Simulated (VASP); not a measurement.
# Cd (Fm-3m) in VASP: single point with PBEsol

Aim: the single point of Cd with PBEsol.

All numbers are computed with VASP 6.6.1; they aren't measurements. Logs are shortened: lines on timing, memory, paths and dates and some standing lists are left out, and cuts for length are marked.

**1. The cell of the first run**

The structure is cubic, space group Fm-3m (No. 225). The conventional cell has a = 7.438 Å, b = 7.438 Å, c = 7.438 Å, α = 90.00°, β = 90.00°, γ = 90.00°. Cd (site symmetry -43m) has 10 Cd at 3.22 to 3.72 Å within 4.2 Å. Within 4.2 Å of Cd (site symmetry m-3m) lie 8 Cd at 3.22 Å.

**2. Single point, PBEsol**

INCAR

```
SYSTEM = Cd
PREC = Accurate
ENCUT = 520
EDIFF = 1E-7
ISMEAR = -1
SIGMA = 0.1
LREAL = .FALSE.
LASPH = .TRUE.
NELM = 80
ALGO = Normal
ISIF = 2
LWAVE = .FALSE.
LCHARG = .TRUE.
GGA = PS
LELF = .TRUE.
LVHAR = .TRUE.
NBANDS = 25
```

KPOINTS

```
regular mesh
0
G
  6 6 6
  0 0 0
```

POSCAR

```
Cd
1.0
    0.0000000000      3.7187610000      3.7187610000
    3.7187610000      0.0000000000      3.7187610000
    3.7187610000      3.7187610000      0.0000000000
Cd
3
Direct
    0.2500000000      0.2500000000      0.2500000000
    0.7500000000      0.7500000000      0.7500000000
    0.5000000000      0.5000000000      0.5000000000
```

Potentials or basis: VASP PAW PBE potentials, release 64 (Cd).

Command:

```bash
> cat potpaw_PBE.64/Cd/POTCAR > POTCAR
> mpirun -np 1 vasp_std > vasp.out
```

OUTCAR:

```text
SYSTEM = Cd
   PREC = Accurate
   ENCUT = 520
   EDIFF = 1E-7
   ISMEAR = -1
   LREAL = .FALSE.
   LASPH = .TRUE.
   NELM = 80
   ISIF = 2
   GGA = PS

 ion  position               nearest neighbor table
   1  0.250  0.250  0.250-   3 3.22   3 3.22   3 3.22   3 3.22   2 3.72   2 3.72   2 3.72   2 3.72
                             2 3.72   2 3.72
   2  0.750  0.750  0.750-   3 3.22   3 3.22   3 3.22   3 3.22   1 3.72   1 3.72   1 3.72   1 3.72
                             1 3.72   1 3.72
   3  0.500  0.500  0.500-   1 3.22   1 3.22   1 3.22   1 3.22   2 3.22   2 3.22   2 3.22   2 3.22

  LATTYP: Found a face centered cubic cell.
 ALAT       =     7.4375220000

  Lattice vectors:

 A1 = (   0.0000000000,   3.7187610000,   3.7187610000)
 A2 = (   3.7187610000,   0.0000000000,   3.7187610000)
 A3 = (   3.7187610000,   3.7187610000,   0.0000000000)

Analysis of symmetry for initial positions (statically):
[... 5 lines left out ...]
 face centered cubic supercell.

 Subroutine GETGRP returns: Found 48 space group operations
 (whereof 48 operations were pure point group operations)
 out of a pool of 48 trial point group operations.

The static configuration has the point symmetry O_h .

Analysis of symmetry for dynamics (positions and initial velocities):
[... 5 lines left out ...]
 face centered cubic supercell.

 Subroutine GETGRP returns: Found 48 space group operations
 (whereof 48 operations were pure point group operations)
 out of a pool of 48 trial point group operations.

The dynamic configuration has the point symmetry O_h .

 Subroutine INISYM returns: Found 48 space group operations
 (whereof 48 operations are pure point group operations),
 and found     1 'primitive' translations

----------------------------------------------------------------------------------------

                                     Primitive cell

  volume of cell :     102.8549

  direct lattice vectors                    reciprocal lattice vectors
     0.000000000  3.718761000  3.718761000    -0.134453384  0.134453384  0.134453384
     3.718761000  0.000000000  3.718761000     0.134453384 -0.134453384  0.134453384
     3.718761000  3.718761000  0.000000000     0.134453384  0.134453384 -0.134453384

  length of vectors
     5.259122241  5.259122241  5.259122241     0.232880092  0.232880092  0.232880092

  position of ions in fractional coordinates (direct lattice)
     0.250000000  0.250000000  0.250000000
     0.750000000  0.750000000  0.750000000
     0.500000000  0.500000000  0.500000000

  ion indices of the primitive-cell ions
   primitive index   ion index
                 1           1
                 2           2
                 3           3

----------------------------------------------------------------------------------------

 KPOINTS: regular mesh

Automatic generation of k-mesh.
 Grid dimensions read from file:
 generate k-points for:    6    6    6

 Generating k-lattice:

  Cartesian coordinates                     Fractional coordinates (reciprocal lattice)
    -0.022408897  0.022408897  0.022408897     0.166666667  0.000000000  0.000000000
     0.022408897 -0.022408897  0.022408897     0.000000000  0.166666667  0.000000000
     0.022408897  0.022408897 -0.022408897     0.000000000  0.000000000  0.166666667

  Length of vectors
     0.038813349  0.038813349  0.038813349

  Shift w.r.t. Gamma in fractional coordinates (k-lattice)
     0.000000000  0.000000000  0.000000000

 Subroutine IBZKPT returns following result:
 ===========================================

 Found     16 irreducible k-points:

 Following reciprocal coordinates:
            Coordinates               Weight
  0.000000  0.000000  0.000000      1.000000
  0.166667  0.000000  0.000000      8.000000
  0.333333  0.000000  0.000000      8.000000
  0.500000  0.000000  0.000000      4.000000
  0.166667  0.166667  0.000000      6.000000
  0.333333  0.166667  0.000000     24.000000
[... 8 lines left out ...]
 -0.333333  0.333333  0.166667     24.000000
 -0.333333  0.500000  0.166667     12.000000
   k-points           NKPTS =     16   k-points in BZ     NKDIM =     16   number of bands    NBANDS=     25
   number of dos      NEDOS =    301   number of ions     NIONS =      3
   total plane-waves  NPLWV =  64000
   dimension x,y,z NGX =    40 NGY =   40 NGZ =   40
   dimension x,y,z NGXF=    80 NGYF=   80 NGZF=   80
   ions per type =               3
   NGX,Y,Z   is equivalent  to a cutoff of  12.64, 12.64, 12.64 a.u.
   NGXF,Y,Z  is equivalent  to a cutoff of  25.29, 25.29, 25.29 a.u.
 SYSTEM =  Cd
   PREC   = accura    normal or accurate (medium, high low for compatibility)
   ISTART =      0    job   : 0-new  1-cont  2-samecut
   ICHARG =      2    charge: 1-file 2-atom 10-const
   ISPIN  =      1    spin polarized calculation?
   LNONCOLLINEAR =      F non collinear calculations
   LSORBIT =      F    spin-orbit coupling
   LASPH  =      T    aspherical Exc in radial PAW
   ENCUT  =  520.0 eV  38.22 Ry    6.18 a.u.   9.78  9.78  9.78*2*pi/ulx,y,z
   NELM   =     80;   NELMIN=  2; NELMDL= -5     # of ELM steps
   EDIFF  = 0.1E-06   stopping-criterion for ELM
   LREAL  =      F    real-space projection
   EDIFFG = 0.1E-05   stopping-criterion for IOM
   NSW    =      0    number of steps for IOM
   IBRION =     -1    ionic relax: 0-MD 1-quasi-New 2-CG
   NFREE  =      0    steps in history (QN), initial steepest desc. (CG)
   ISIF   =      2    stress and relaxation
   ISYM   =      2    0-nonsym 1-usesym 2-fastsym
   POTIM  = 0.5000    time-step for ionic-motion
   TEBEG  =    0.0;   TEEND  =   0.0 temperature during run
   PSTRESS=    0.0 pullay stress
   NELECT =      36.0000    total number of electrons
   NUPDOWN=      -1.0000    fix difference up-down
   EMIN   =  10.00;   EMAX   =-10.00  energy-range for DOS
   EFERMI =   0.00;   METHOD = LEGACY
   ISMEAR =    -1;   SIGMA  =   0.10  broadening in eV -4-tet -1-fermi 0-gaus
   EFERMI_NEDOS =   21; number of points for ismear=-14 and -15
   IALGO  =     38    algorithm
   IMIX   =      4    mixing-type and parameters
     AMIX     =   0.40;   BMIX     =  1.00
     AMIX_MAG =   1.60;   BMIX_MAG =  1.00
  volume/ion in A,a.u.               =      34.28       231.37
  Fermi-wavevector in a.u.,A,eV,Ry     =   1.153721  2.180216 18.110330  1.331072
  Thomas-Fermi vector in A             =   2.290363
   LORBIT       =      0    0 simple, 1 ext, 2 COOP (PROOUT), +10 PAW based schemes
   GGA     = PS    functional components
   LHFCALC =     F    Hartree Fock is set to
   AEXX    =    0.0000 exact exchange contribution
   IVDW    =     0    specifies the selected vdW correction
   LEPSILON=     F    determine dielectric tensor
   LRPA    =     F    only Hartree local field effects (RPA)
 non-spin polarized calculation
  energy-cutoff  :      520.00
  volume of cell :      102.85
 maximum number of plane-waves:      2790
   NGX = 19   NGY = 19   NGZ = 19

 number of electron      35.9999996 magnetization

 Free energy of the ion-electron system (eV)
  ---------------------------------------------------
  ext. energy  EPLUGINS =         0.00000000
  ---------------------------------------------------
  free energy    TOTEN  =        -2.48519146 eV

  energy without entropy =       -2.42641922  energy(sigma->0) =       -2.45580534

 E-fermi :   0.0608     XC(G=0):  -8.7988

 val. band max:        0.0392992359   @ k =   0.3333   0.1667   0.0000
 cond. band min:       0.2026961500   @ k =   0.5000   0.3333   0.0000
 fundamental gap:      0.1633969141
 Fermi energy:         0.0608139464

 k-point     1 :       0.0000    0.0000    0.0000
  band No.  band energies     occupation
      1      -8.5856      2.00000
      2      -8.5856      2.00000
      3      -8.4855      2.00000
      4      -8.4855      2.00000
      5      -8.4855      2.00000
      6      -8.3116      2.00000
[... 17 lines left out ...]
     24       3.2981      0.00000
     25       6.1559      0.00000

 k-point     2 :       0.1667    0.0000    0.0000
  band No.  band energies     occupation
      1      -8.5519      2.00000
      2      -8.5519      2.00000
      3      -8.5183      2.00000
      4      -8.5120      2.00000
      5      -8.5120      2.00000
      6      -8.2818      2.00000
[... 17 lines left out ...]
     24       5.2114      0.00000
     25       5.9562      0.00000

 k-point     3 :       0.3333    0.0000    0.0000
  band No.  band energies     occupation
      1      -8.5531      2.00000
      2      -8.5531      2.00000
      3      -8.5302      2.00000
      4      -8.4661      2.00000
      5      -8.4661      2.00000
      6      -8.2314      2.00000
[... 17 lines left out ...]
     24       5.9674      0.00000
     25       6.8451      0.00000

 k-point     4 :       0.5000    0.0000    0.0000
  band No.  band energies     occupation
      1      -8.5702      2.00000
      2      -8.5702      2.00000
      3      -8.5173      2.00000
      4      -8.4026      2.00000
      5      -8.4026      2.00000
      6      -8.2079      2.00000
[... 17 lines left out ...]
     24       7.8950      0.00000
     25       8.0656      0.00000
[... 253 lines left out ...]
 k-point    14 :       0.5000    0.3333    0.1667
  band No.  band energies     occupation
      1      -8.5793      2.00000
      2      -8.5660      2.00000
      3      -8.5303      2.00000
      4      -8.4579      2.00000
      5      -8.4157      2.00000
      6      -8.2663      2.00000
[... 17 lines left out ...]
     24       7.0468      0.00000
     25       7.3665      0.00000

 k-point    15 :      -0.3333    0.3333    0.1667
  band No.  band energies     occupation
      1      -8.5774      2.00000
      2      -8.5721      2.00000
      3      -8.5473      2.00000
      4      -8.4217      2.00000
      5      -8.3793      2.00000
      6      -8.2758      2.00000
[... 17 lines left out ...]
     24       6.4946      0.00000
     25       7.2179      0.00000

 k-point    16 :      -0.3333    0.5000    0.1667
  band No.  band energies     occupation
      1      -8.5777      2.00000
      2      -8.5720      2.00000
      3      -8.5618      2.00000
      4      -8.4648      2.00000
      5      -8.3333      2.00000
      6      -8.2955      2.00000
[... 17 lines left out ...]
     24       7.9741      0.00000
     25       8.7018      0.00000

------------------------ aborting loop because EDIFF is reached ----------------------------------------

  FORCE on cell =-STRESS in cart. coord.  units (eV):
  Direction    XX          YY          ZZ          XY          YZ          ZX
  --------------------------------------------------------------------------------------
  -------------------------------------------------------------------------------------
  Total       -3.4137151     -3.4137151     -3.4137151     -0.0000000     -0.0000000      0.0000000
  in kB      -53.1756813    -53.1756813    -53.1756813     -0.0000000     -0.0000000      0.0000000
  external PRESSURE =     -53.1756813 kB  Pullay stress =       0.0000000 kB

 VOLUME and BASIS-vectors are now :
 -----------------------------------------------------------------------------
  energy-cutoff  :      520.00
  volume of cell :      102.85
      direct lattice vectors                 reciprocal lattice vectors
     0.000000000  3.718761000  3.718761000    -0.134453384  0.134453384  0.134453384
     3.718761000  0.000000000  3.718761000     0.134453384 -0.134453384  0.134453384
     3.718761000  3.718761000  0.000000000     0.134453384  0.134453384 -0.134453384

 POSITION                                       TOTAL-FORCE (eV/Angst)
 -----------------------------------------------------------------------------------
      1.85938      1.85938      1.85938         0.000000      0.000000      0.000000
      5.57814      5.57814      5.57814        -0.000000     -0.000000     -0.000000
      3.71876      3.71876      3.71876         0.000000      0.000000     -0.000000
 -----------------------------------------------------------------------------------
    total drift:                               -0.000000     -0.000000      0.000000

  FREE ENERGIE OF THE ION-ELECTRON SYSTEM (eV)
  ---------------------------------------------------
  free  energy   TOTEN  =        -2.4851914556 eV

  energy  without entropy=       -2.4264192228  energy(sigma->0) =       -2.45580534
```

Wall time 53 s (1 thread of AMD EPYC 7R43 (Zen 3), shared host); peak memory 0.19 GiB.

What came out:

```
Free energy            : -2.4852 eV
Pressure               : -5.3 GPa
Band gap on the k mesh : zero (band 18 reaches 2.77 eV, above the bottom of band 19 at -0.57 eV)
```

Caveat: the PAW data sets were made with another functional, which shifts forces and pressure a little.
